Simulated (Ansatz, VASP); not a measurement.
## Two plane-wave programs on HfC

```xyz
2
Lattice="0.0000 2.3250 2.3250 2.3250 0.0000 2.3250 2.3250 2.3250 0.0000" Properties=species:S:1:pos:R:3 pbc="T T T"
Hf    2.3250    2.3250    2.3250
C     0.0000    0.0000    0.0000
```

Alike in both runs: task single point; functional r2SCAN; k mesh 15 × 15 × 15; occupations fermi-dirac, width 0.02 eV; no spin polarisation.

|  | VASP | Ansatz |
| --- | --- | --- |
| version | VASP 6.6.1 | Ansatz 0.2.0 |
| potentials or method | VASP PAW PBE potentials, release 64 (Hf_pv, C), cutoff 520 eV | scalar-relativistic, plane waves, PAW |
| valence electrons in the cell | 14 | 30 |

Ansatz gave:

- gap on the k mesh at the Fermi level (eV): none
- pressure (GPa): -1.5

Q: Which values does VASP return?

A: gap on the k mesh at the Fermi level (eV): none; pressure (GPa): -2.5.

VASP's potentials were made for PBE, not for r2SCAN. A gap of «none» marks a metal or a gap that the smearing closes. VASP's potentials hold 14 valence electrons a cell and Ansatz's 30, so a difference there can come from the potentials and not from the codes. Ansatz's warnings: stress scf threshold loose.

Spin-orbit coupling is off throughout.
